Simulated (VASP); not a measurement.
# InSb (F-43m) in VASP: further runs, part 2 of 3

VASP 6.6.1.

## (4) Single point, LDA

This run uses another cell than the first one, of 33.56 Å³/atom.

Contents of INCAR:

```
SYSTEM = InSb
PREC     = Accurate       ! precision mode
ENCUT    = 520            ! plane-wave cutoff, eV
EDIFF    = 1E-6           ! SCF threshold, eV
ISMEAR   = 0              ! smearing method
SIGMA    = 0.1            ! smearing width, eV
LREAL    = .False.        ! projectors in reciprocal space
LASPH    = .True.         ! aspherical terms in the spheres
NELM     = 60             ! most SCF steps
ALGO     = Normal         ! electronic algorithm
ISIF     = 2              ! what is computed and relaxed
LWAVE    = .False.        ! write WAVECAR
LCHARG   = .False.        ! write CHGCAR
GGA      = CA             ! functional
NBANDS   = 16             ! bands
```

Contents of KPOINTS:

```
regular mesh
0
Gamma
  8 8 8
  0 0 0
```

Contents of POSCAR:

```
InSb
1.0
    0.0000000000      3.2254853210      3.2254853210
    3.2254853210      0.0000000000      3.2254853210
    3.2254853210      3.2254853210      0.0000000000
In Sb
1 1
Direct
    1.0000000000      0.0000000000      0.0000000000
    0.2500000000      0.2500000000      0.2500000000
```

Potentials or basis: VASP PAW LDA potentials, release 64 (In_d, Sb).

Command:

```console
cat potpaw_LDA.64/In_d/POTCAR potpaw_LDA.64/Sb/POTCAR > POTCAR
mpirun -np 1 vasp_std > vasp.out
```

OUTCAR:

```text
SYSTEM = InSb
   PREC = Accurate
   ENCUT = 520
   EDIFF = 1E-6
   ISMEAR = 0
   LREAL = .False.
   LASPH = .True.
   NELM = 60
   ISIF = 2
   GGA = CA

 ion  position               nearest neighbor table
   1  0.000  0.000  0.000-   2 2.79   2 2.79   2 2.79   2 2.79
   2  0.250  0.250  0.250-   1 2.79   1 2.79   1 2.79   1 2.79

  LATTYP: Found a face centered cubic cell.
 ALAT       =     6.4509706420

  Lattice vectors:

 A1 = (   0.0000000000,   3.2254853210,   3.2254853210)
 A2 = (   3.2254853210,   0.0000000000,   3.2254853210)
 A3 = (   3.2254853210,   3.2254853210,   0.0000000000)

Analysis of symmetry for initial positions (statically):
=====================================================================
 Subroutine PRICEL returns:
 Original cell was already a primitive cell.

 Routine SETGRP: Setting up the symmetry group for a
 face centered cubic supercell.

 Subroutine GETGRP returns: Found 24 space group operations
 (whereof 24 operations were pure point group operations)
 out of a pool of 48 trial point group operations.

The static configuration has the point symmetry T_d .

Analysis of symmetry for dynamics (positions and initial velocities):
[... 163 lines left out ...]
 cond. band min:       5.4734871844   @ k =   0.5000   0.0000   0.0000
 fundamental gap:      0.4425896133
 Fermi energy:         5.0616201114

 k-point     1 :       0.0000    0.0000    0.0000
  band No.  band energies     occupation
      1      -9.5579      2.00000
      2      -9.5579      2.00000
      3      -9.5579      2.00000
      4      -9.4670      2.00000
      5      -9.4670      2.00000
      6      -5.8254      2.00000
[... 433 lines left out ...]
      3      -9.5258      2.00000
      4      -9.4717      2.00000
      5      -9.4654      2.00000
      6      -4.1364      2.00000
[... 8 lines left out ...]
     15      13.9416      0.00000
     16      14.4391      0.00000

 [... further k-points ...]

------------------------ aborting loop because EDIFF is reached ----------------------------------------

  FORCE on cell =-STRESS in cart. coord.  units (eV):
  Direction    XX          YY          ZZ          XY          YZ          ZX
  --------------------------------------------------------------------------------------
  -------------------------------------------------------------------------------------
  Total        0.0302113      0.0302113      0.0302113      0.0000000      0.0000000      0.0000000
  in kB        0.7212148      0.7212148      0.7212148      0.0000000      0.0000000      0.0000000
  external PRESSURE =       0.7212148 kB  Pullay stress =       0.0000000 kB

 VOLUME and BASIS-vectors are now :
 -----------------------------------------------------------------------------
  energy-cutoff  :      520.00
  volume of cell :       67.11
      direct lattice vectors                 reciprocal lattice vectors
     0.000000000  3.225485321  3.225485321    -0.155015432  0.155015432  0.155015432
     3.225485321  0.000000000  3.225485321     0.155015432 -0.155015432  0.155015432
     3.225485321  3.225485321  0.000000000     0.155015432  0.155015432 -0.155015432

 POSITION                                       TOTAL-FORCE (eV/Angst)
 -----------------------------------------------------------------------------------
      0.00000      0.00000      0.00000        -0.000000     -0.000000     -0.000000
      1.61274      1.61274      1.61274         0.000000      0.000000      0.000000
 -----------------------------------------------------------------------------------
    total drift:                               -0.000000     -0.000000     -0.000000

  FREE ENERGIE OF THE ION-ELECTRON SYSTEM (eV)
  ---------------------------------------------------
  free  energy   TOTEN  =        -8.2116655086 eV

  energy  without entropy=       -8.2113604467  energy(sigma->0) =       -8.21151298
```

OSZICAR:

```text
N       E                     dE             d eps       ncg     rms          rms(c)
DAV:   1     0.114801731367E+03    0.11480E+03   -0.78880E+03   928   0.111E+03
DAV:   2    -0.926890057228E+00   -0.11573E+03   -0.11174E+03  1048   0.285E+02
DAV:   3    -0.815234793004E+01   -0.72255E+01   -0.71992E+01  1216   0.723E+01
DAV:   4    -0.836460485837E+01   -0.21226E+00   -0.21222E+00  1168   0.142E+01
DAV:   5    -0.837325992642E+01   -0.86551E-02   -0.86550E-02  1392   0.229E+00    0.441E+00
DAV:   6    -0.824464781801E+01    0.12861E+00   -0.15392E-01  1320   0.619E+00    0.249E+00
DAV:   7    -0.821329624886E+01    0.31352E-01   -0.68927E-02  1304   0.241E+00    0.550E-01
DAV:   8    -0.821158900291E+01    0.17072E-02   -0.70414E-03  1264   0.977E-01    0.315E-01
DAV:   9    -0.821168151916E+01   -0.92516E-04   -0.67655E-04  1128   0.229E-01    0.880E-02
DAV:  10    -0.821166178782E+01    0.19731E-04   -0.44425E-05  1112   0.497E-02    0.334E-02
DAV:  11    -0.821166565998E+01   -0.38722E-05   -0.98362E-06  1176   0.388E-02    0.221E-02
DAV:  12    -0.821166550856E+01    0.15142E-06   -0.54434E-07   840   0.833E-03
   1 F= -.82116655E+01 E0= -.82115130E+01  d E =-.305062E-03
```

Run time: 12 s. Hardware: 1 thread of Intel Xeon 6975P-C (Granite Rapids), shared host; peak memory 0.18 GiB.

What came out:

| Quantity | Value |
| --- | --- |
| Free energy | -8.2117 eV |
| Pressure | 0.1 GPa |
| Band gap on the k mesh | zero (filled and empty bands touch) |

Caveat: semilocal functionals underestimate gaps, so a narrow gap can read as zero; spin-orbit coupling is left out, which moves the levels of the heavy elements.

## (5) Single point, PBEsol

This run uses another cell than the first one, of 34.66 Å³/atom.

Contents of INCAR:

```
SYSTEM = InSb
PREC = Accurate
ENCUT = 520
EDIFF = 1E-7
ISMEAR = 0
SIGMA = 0.1
LREAL = .FALSE.
LASPH = .TRUE.
NELM = 100
ALGO = Normal
ISIF = 2
LWAVE = .FALSE.
LCHARG = .FALSE.
GGA = PS
NBANDS = 16
```

Contents of KPOINTS:

```
Automatic mesh
0
G
  8 8 8
  0 0 0
```

Contents of POSCAR:

```
InSb
1.0
    0.0000000000      3.2604904164      3.2604904164
    3.2604904164      0.0000000000      3.2604904164
    3.2604904164      3.2604904164      0.0000000000
In Sb
1 1
Direct
    0.0000000000      0.0000000000      0.0000000000
    0.2500000000      0.2500000000      0.2500000000
```

Potentials or basis: VASP PAW PBE potentials, release 64 (In_d, Sb).

Command:

```console
cat potpaw_PBE.64/In_d/POTCAR potpaw_PBE.64/Sb/POTCAR > POTCAR
mpirun -np 1 vasp_std > vasp.out
```

OUTCAR:

```text
SYSTEM = InSb
   PREC = Accurate
   ENCUT = 520
   EDIFF = 1E-7
   ISMEAR = 0
   LREAL = .FALSE.
   LASPH = .TRUE.
   NELM = 100
   ISIF = 2
   GGA = PS

 ion  position               nearest neighbor table
   1  0.000  0.000  0.000-   2 2.82   2 2.82   2 2.82   2 2.82
   2  0.250  0.250  0.250-   1 2.82   1 2.82   1 2.82   1 2.82

  LATTYP: Found a face centered cubic cell.
 ALAT       =     6.5209808328

  Lattice vectors:

 A1 = (   0.0000000000,   3.2604904164,   3.2604904164)
 A2 = (   3.2604904164,   0.0000000000,   3.2604904164)
 A3 = (   3.2604904164,   3.2604904164,   0.0000000000)

Analysis of symmetry for initial positions (statically):
=====================================================================
 Subroutine PRICEL returns:
 Original cell was already a primitive cell.

 Routine SETGRP: Setting up the symmetry group for a
 face centered cubic supercell.

 Subroutine GETGRP returns: Found 24 space group operations
 (whereof 24 operations were pure point group operations)
 out of a pool of 48 trial point group operations.

The static configuration has the point symmetry T_d .

Analysis of symmetry for dynamics (positions and initial velocities):
[... 163 lines left out ...]
 cond. band min:       5.1990448762   @ k =   0.5000   0.0000   0.0000
 fundamental gap:      0.4375741988
 Fermi energy:         4.7924325514

 k-point     1 :       0.0000    0.0000    0.0000
  band No.  band energies     occupation
      1      -9.7403      2.00000
      2      -9.7403      2.00000
      3      -9.7403      2.00000
      4      -9.6591      2.00000
      5      -9.6591      2.00000
      6      -5.8658      2.00000
[... 433 lines left out ...]
      3      -9.7119      2.00000
      4      -9.6630      2.00000
      5      -9.6574      2.00000
      6      -4.2698      2.00000
[... 8 lines left out ...]
     15      13.6381      0.00000
     16      14.0953      0.00000

 [... further k-points ...]

------------------------ aborting loop because EDIFF is reached ----------------------------------------

  FORCE on cell =-STRESS in cart. coord.  units (eV):
  Direction    XX          YY          ZZ          XY          YZ          ZX
  --------------------------------------------------------------------------------------
  -------------------------------------------------------------------------------------
  Total       -0.0050683     -0.0050683     -0.0050683      0.0000000      0.0000000      0.0000000
  in kB       -0.1171370     -0.1171370     -0.1171370      0.0000000      0.0000000      0.0000000
  external PRESSURE =      -0.1171370 kB  Pullay stress =       0.0000000 kB

 VOLUME and BASIS-vectors are now :
 -----------------------------------------------------------------------------
  energy-cutoff  :      520.00
  volume of cell :       69.32
      direct lattice vectors                 reciprocal lattice vectors
     0.000000000  3.260490416  3.260490416    -0.153351164  0.153351164  0.153351164
     3.260490416  0.000000000  3.260490416     0.153351164 -0.153351164  0.153351164
     3.260490416  3.260490416  0.000000000     0.153351164  0.153351164 -0.153351164

 POSITION                                       TOTAL-FORCE (eV/Angst)
 -----------------------------------------------------------------------------------
      0.00000      0.00000      0.00000        -0.000000     -0.000000     -0.000000
      1.63025      1.63025      1.63025         0.000000      0.000000      0.000000
 -----------------------------------------------------------------------------------
    total drift:                               -0.000000     -0.000000     -0.000000

  FREE ENERGIE OF THE ION-ELECTRON SYSTEM (eV)
  ---------------------------------------------------
  free  energy   TOTEN  =        -7.6959882060 eV

  energy  without entropy=       -7.6956801001  energy(sigma->0) =       -7.69583415
```

OSZICAR:

```text
N       E                     dE             d eps       ncg     rms          rms(c)
DAV:   1     0.113104296515E+03    0.11310E+03   -0.78070E+03   928   0.113E+03
DAV:   2    -0.584796967736E+00   -0.11369E+03   -0.10991E+03  1104   0.284E+02
DAV:   3    -0.762151106911E+01   -0.70367E+01   -0.70187E+01  1160   0.722E+01
DAV:   4    -0.782575516322E+01   -0.20424E+00   -0.20418E+00  1216   0.144E+01
DAV:   5    -0.783780441340E+01   -0.12049E-01   -0.12049E-01  1368   0.277E+00    0.393E+00
DAV:   6    -0.771869940697E+01    0.11911E+00   -0.17410E-01  1392   0.678E+00    0.223E+00
DAV:   7    -0.769633343967E+01    0.22366E-01   -0.65773E-02  1296   0.262E+00    0.596E-01
DAV:   8    -0.769556572839E+01    0.76771E-03   -0.74763E-03  1240   0.994E-01    0.251E-01
DAV:   9    -0.769599841374E+01   -0.43269E-03   -0.88529E-04  1072   0.260E-01    0.845E-02
DAV:  10    -0.769596847723E+01    0.29937E-04   -0.49090E-05  1248   0.502E-02    0.347E-02
DAV:  11    -0.769598765279E+01   -0.19176E-04   -0.35236E-05  1048   0.508E-02    0.225E-02
DAV:  12    -0.769598823940E+01   -0.58662E-06   -0.12767E-06  1168   0.824E-03    0.633E-03
DAV:  13    -0.769598820600E+01    0.33406E-07   -0.65929E-07  1144   0.664E-03
   1 F= -.76959882E+01 E0= -.76958342E+01  d E =-.308106E-03
```

stdout:

```text
POSCAR found type information on POSCAR InSb
 POSCAR found :  2 types and       2 ions
 scaLAPACK will be used
 -----------------------------------------------------------------------------
|                                                                             |
|                                                                             |
|     You enforced a specific xc type in the INCAR file but a different       |
|     I HOPE YOU KNOW WHAT YOU ARE DOING!                                     |
|                                                                             |
 -----------------------------------------------------------------------------

 LDA part: xc-table for (Slater+PW92), standard interpolation
 POSCAR, INCAR and KPOINTS ok, starting setup
 FFT: planning ... GRIDC
 FFT: planning ... GRID_SOFT
 FFT: planning ... GRID
 WAVECAR not read
 entering main loop
```

Run time: 15 s. Hardware: 1 thread of Intel Xeon 6975P-C (Granite Rapids), shared host; peak memory 0.21 GiB.

Results:

```yaml
Free_energy: -7.6960 eV
Pressure: 0.0 GPa
Band_gap_on_the_k_mesh: zero (filled and empty bands touch)
```

Levels at points of the mesh, in eV from the Fermi level:
```
           k point  band 5  band 6  band 7  band 8  band 9  band 10  band 11  band 12  band 13  band 14
(0.00, 0.00, 0.00)  -14.45  -10.66   -0.40   -0.03   -0.03    -0.03     2.90     2.90     2.90     5.51
(0.50, 0.00, 0.00)  -14.45   -9.33   -5.60   -1.01   -1.01     0.41     3.74     3.74     5.94     8.03
(0.50, 0.50, 0.00)  -14.44   -8.74   -5.90   -2.25   -2.25     1.24     1.26     7.98     7.98     8.55
```

Caveat: semilocal functionals underestimate gaps, so a narrow gap can read as zero; the PAW data sets were made with another functional, which shifts forces and pressure a little; spin-orbit coupling is left out, which moves the levels of the heavy elements.

[end of part 2 of 3]
